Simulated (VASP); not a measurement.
# HC16 (a cell with a defect) in VASP: a series of runs, part 2 of 2

VASP 6.6.1. The steps go on from the part before.

### 4 Single point, PBEsol

Input file INCAR:

```
PREC = Accurate
ENCUT = 520
EDIFF = 1E-6
ISMEAR = 0
SIGMA = 0.05
LREAL = F
LASPH = T
NELM = 120
ALGO = Normal
ISIF = 2
LWAVE = F
LCHARG = F
GGA = PS
NELECT = 64.0
NBANDS = 46
GGA_COMPAT = F
```

Input file KPOINTS:

```
Automatic mesh
0
Gamma
  3 3 3
```

Input file POSCAR:

```
HC16
1.0
    0.0000000000      3.5700000000      3.5700000000
    3.5700000000      0.0000000000      3.5700000000
    3.5700000000      3.5700000000      0.0000000000
C H
16 1
Direct
   -0.0008768908      0.0063068627     -0.0080558824
    0.1284260504      0.1250196078      0.1196680672
    0.0030908964      0.0018934174      0.4934284314
    0.1264904762      0.1275719888      0.6176633053
    0.0212721289      0.4957586835     -0.0108001401
    0.1198794118      0.6337205882      0.1199780112
    0.0017144258      0.5015177871      0.4920009804
    0.1337257703      0.6280011204      0.6113725490
    0.5008470588      0.0046753501     -0.0077537815
    0.6237477591      0.1271850140      0.1200466387
    0.5001261905      0.0022586835      0.4934186275
    0.6288408964      0.1234201681      0.6175865546
    0.4888089636      0.5008507003     -0.0068308123
    0.6076278711      0.6380570028      0.1289359944
    0.5047624650      0.4966011204      0.4945815126
    0.6243516807      0.6286413165      0.6149648459
    0.7950976190      0.5268799720      0.9165620448
```

Potentials or basis: VASP PAW PBE potentials, release 64 (C, H).

On the command line:

```bash
> cat potpaw_PBE.64/C/POTCAR potpaw_PBE.64/H/POTCAR > POTCAR
> mpirun -np 1 vasp_std > vasp.out
```

OUTCAR:

```text
PREC = Accurate
   ENCUT = 520
   EDIFF = 1E-6
   ISMEAR = 0
   LREAL = F
   LASPH = T
   NELM = 120
   ISIF = 2
   GGA = PS
   NELECT = 64.0

 ion  position               nearest neighbor table
   1  0.999  0.006  0.992-   6 1.54   4 1.54  10 1.55   2 1.55
   2  0.128  0.125  0.120-   5 1.53   9 1.54   3 1.54   1 1.55
   3  0.003  0.002  0.493-   4 1.54   2 1.54   8 1.54  12 1.54
   4  0.126  0.128  0.618-   3 1.54  11 1.54   7 1.54   1 1.54
   5  0.021  0.496  0.989-  17 1.28   6 1.52   2 1.53   8 1.56  14 1.71
   6  0.120  0.634  0.120-   5 1.52  13 1.52   7 1.53   1 1.54
   7  0.002  0.502  0.492-   6 1.53   4 1.54  16 1.56   8 1.56
   8  0.134  0.628  0.611-  15 1.53   3 1.54   7 1.56   5 1.56
   9  0.501  0.005  0.992-  14 1.51   2 1.54  10 1.54  12 1.54
  10  0.624  0.127  0.120-   9 1.54  11 1.54  13 1.54   1 1.55
  11  0.500  0.002  0.493-  10 1.54   4 1.54  16 1.54  12 1.54
  12  0.629  0.123  0.618-  15 1.54  11 1.54   3 1.54   9 1.54
  13  0.489  0.501  0.993-  17 1.45   6 1.52  10 1.54  16 1.56  14 1.62
  14  0.608  0.638  0.129-  17 1.19  15 1.51   9 1.51  13 1.62   5 1.71
  15  0.505  0.497  0.495-  14 1.51   8 1.53  16 1.53  12 1.54
  16  0.624  0.629  0.615-  15 1.53  11 1.54   7 1.56  13 1.56
  17  0.795  0.527  0.917-  14 1.19   5 1.28  13 1.45

  LATTYP: Found a face centered cubic cell.
 ALAT       =     7.1400000000

  Lattice vectors:

 A1 = (   0.0000000000,   3.5700000000,   3.5700000000)
 A2 = (   3.5700000000,   0.0000000000,   3.5700000000)
 A3 = (   3.5700000000,   3.5700000000,   0.0000000000)

Analysis of symmetry for initial positions (statically):
=====================================================================
 Subroutine PRICEL returns:
 Original cell was already a primitive cell.

 Routine SETGRP: Setting up the symmetry group for a
 face centered cubic supercell.

 Subroutine GETGRP returns: Found  1 space group operations
 (whereof  1 operations were pure point group operations)
 out of a pool of 48 trial point group operations.

[... 158 lines left out ...]
   GGA     = PS    functional components
   LHFCALC =     F    Hartree Fock is set to
   AEXX    =    0.0000 exact exchange contribution
   IVDW    =     0    specifies the selected vdW correction
   LEPSILON=     F    determine dielectric tensor
   LRPA    =     F    only Hartree local field effects (RPA)
 non-spin polarized calculation
 Gauss-broadening in eV      SIGMA  =   0.05
  energy-cutoff  :      520.00
  volume of cell :       91.00
 maximum number of plane-waves:      2453
 NGX is ok and might be reduce to    40
   NGX = 19   NGY = 19   NGZ = 19

 number of electron      64.0000001 magnetization

 Free energy of the ion-electron system (eV)
  ---------------------------------------------------
  ext. energy  EPLUGINS =         0.00000000
  ---------------------------------------------------
  free energy    TOTEN  =      -163.80874800 eV

  energy without entropy =     -163.80874800  energy(sigma->0) =     -163.80874800

 E-fermi :  10.1730     XC(G=0): -13.4294

 val. band max:        9.9100125502   @ k =   0.0000   0.0000   0.0000
 cond. band min:      12.4953807043   @ k =   0.0000   0.0000   0.0000
 fundamental gap:      2.5853681542
 Fermi energy:        10.1730188089

 k-point     1 :       0.0000    0.0000    0.0000
  band No.  band energies     occupation
      1     -12.0476      2.00000
      2      -6.9570      2.00000
      3      -5.9755      2.00000
      4      -5.9278      2.00000
      5      -5.8632      2.00000
      6      -4.8686      2.00000
[... 647 lines left out ...]
     43      19.1758      0.00000
     44      19.5356      0.00000
 [bands above 44 left out]

------------------------ aborting loop because EDIFF is reached ----------------------------------------

  FORCE on cell =-STRESS in cart. coord.  units (eV):
  Direction    XX          YY          ZZ          XY          YZ          ZX
  --------------------------------------------------------------------------------------
  -------------------------------------------------------------------------------------
  Total      -10.3598770    -10.1355205    -10.0009873     -0.7453401      1.7958587     -1.1432059
  in kB     -182.4023958   -178.4522369   -176.0835614    -13.1229184     31.6189982    -20.1279901
  external PRESSURE =    -178.9793980 kB  Pullay stress =       0.0000000 kB

 VOLUME and BASIS-vectors are now :
 -----------------------------------------------------------------------------
  energy-cutoff  :      520.00
  volume of cell :       91.00
      direct lattice vectors                 reciprocal lattice vectors
     0.000000000  3.570000000  3.570000000    -0.140056022  0.140056022  0.140056022
     3.570000000  0.000000000  3.570000000     0.140056022 -0.140056022  0.140056022
     3.570000000  3.570000000  0.000000000     0.140056022  0.140056022 -0.140056022

 POSITION                                       TOTAL-FORCE (eV/Angst)
 -----------------------------------------------------------------------------------
      3.56376      7.10811      3.58938        -0.006947     -0.006915     -0.008942
      0.87353      0.88570      0.90480        -0.015142     -0.001016     -0.017299
      1.76830      1.77257      0.01779        -0.005669     -0.002159     -0.007668
      2.66049      2.65663      0.90700        -0.004116     -0.001941     -0.007944
      5.30130      3.60739      1.84580        -0.001312      0.002106      0.005276
      2.69070      0.85629      2.69035         0.005223     -0.006409     -0.004719
[... 9 lines left out ...]
      4.43967      4.42436      4.47319         0.009130      0.009327     -0.011636
      5.15309      6.11062      4.71946         0.038455      0.093175      0.111199
 -----------------------------------------------------------------------------------
    total drift:                               -0.000094     -0.000049      0.000126

  FREE ENERGIE OF THE ION-ELECTRON SYSTEM (eV)
  ---------------------------------------------------
  free  energy   TOTEN  =      -163.8087479983 eV

  energy  without entropy=     -163.8087479983  energy(sigma->0) =     -163.80874800
```

Wall time 34 s (1 thread of Intel Xeon 6975P-C (Granite Rapids), shared host); peak memory 0.24 GiB.

Results:

```
Free energy   : -163.8087 eV
Largest force : 0.150 eV/Å
```

Forces on the atoms (eV/Å):
```
C   -0.007 -0.007 -0.009
C   -0.015 -0.001 -0.017
C   -0.006 -0.002 -0.008
C   -0.004 -0.002 -0.008
C   -0.001  0.002  0.005
C    0.005 -0.006 -0.005
C    0.006 -0.005 -0.011
C   -0.016 -0.013  0.002
C    0.000 -0.016 -0.001
C   -0.005 -0.009 -0.008
C   -0.004  0.000 -0.012
C   -0.005 -0.004 -0.011
C   -0.007 -0.020  0.009
C    0.013 -0.021 -0.024
C   -0.002  0.001 -0.002
C    0.009  0.009 -0.012
H    0.038  0.093  0.111
```

Caveat: the k points lie up to 0.51 Å⁻¹ apart; the cell carries a net charge on a neutralising background, which shifts energy and pressure; the cell is charged against a uniform background, so pressure and absolute levels hang on convention; the PAW data sets were made with another functional, which shifts forces and pressure a little.

### 5 Single point, PBEsol

Input file INCAR:

```
SYSTEM = HC16
PREC = Accurate ; ENCUT = 520
EDIFF = 1E-6 ; ISMEAR = 0
SIGMA = 0.05 ; LREAL = .False.
LASPH = .True. ; NELM = 120
ALGO = Normal ; ISIF = 2
LWAVE = .False. ; LCHARG = .False.
GGA = PS ; NBANDS = 46
NELECT = 64.0 ; GGA_COMPAT = .False.
```

Input file KPOINTS:

```
regular mesh
0
Gamma
  3 3 3
  0 0 0
```

Input file POSCAR:

```
HC16
1.0
    0.0000000000      3.5700000000      3.5700000000
    3.5700000000      0.0000000000      3.5700000000
    3.5700000000      3.5700000000      0.0000000000
C H
16 1
Direct
   -0.0007154062     -0.0011918768      0.0071854342
    0.1273770308      0.1199369748      0.1318616246
    0.0050638655     -0.0063392157      0.5049515406
    0.1311939776      0.1155312325      0.6309950980
    0.0020462185      0.4936411765      0.0079717087
    0.1193354342      0.6256850140      0.1312191877
    0.0346165266      0.4828453782      0.4939078431
    0.1380337535      0.6194614846      0.6300665266
    0.5013654062     -0.0052920168      0.0076676471
    0.6242320728      0.1204556022      0.1322113445
    0.5027091036     -0.0036424370      0.5060494398
    0.6306817927      0.1155333333      0.6340092437
    0.4886095238      0.4953966387      0.0184663866
    0.6255078431      0.6213686275      0.1331487395
    0.5081490196      0.4893817927      0.5060764706
    0.5968808123      0.6320693277      0.6374429972
    0.8142274510      0.5232563025      0.7319938375
```

On the command line:

```bash
> cat potpaw_PBE.64/C/POTCAR potpaw_PBE.64/H/POTCAR > POTCAR
> mpirun -np 1 vasp_std > vasp.out
```

It took 38 s on 1 thread of Intel Xeon 6975P-C (Granite Rapids), shared host; peak memory 0.24 GiB.

The run converged. Its results:

```
Free energy   : -163.8091 eV
Largest force : 0.262 eV/Å
```

Forces in eV/Å, atoms in the order of the input:
```
C   -0.018 -0.004  0.011
C   -0.014 -0.002  0.004
C   -0.012 -0.002  0.000
C   -0.011 -0.004 -0.005
C   -0.016 -0.001  0.009
C   -0.017 -0.006  0.013
C    0.001 -0.045 -0.007
C   -0.005 -0.011 -0.009
C   -0.012 -0.002  0.001
C   -0.017  0.006  0.005
C   -0.010 -0.009  0.013
C   -0.016 -0.006  0.000
C   -0.018  0.020 -0.007
C   -0.002  0.017  0.004
C   -0.017 -0.002 -0.011
C   -0.067  0.003  0.043
H    0.249  0.048 -0.064
```

Levels at points of the mesh, in eV from the Fermi level:
```tsv
k point	band 29	band 30	band 31	band 32	band 33	band 34	band 35	band 36
(0.00, 0.00, 0.00)	-2.92	-0.57	-0.46	-0.29	2.12	2.94	3.83	4.09
```

Caveat: the k points lie up to 0.51 Å⁻¹ apart; the cell carries a net charge on a neutralising background, which shifts energy and pressure; the cell is charged against a uniform background, so pressure and absolute levels hang on convention; the PAW data sets were made with another functional, which shifts forces and pressure a little.
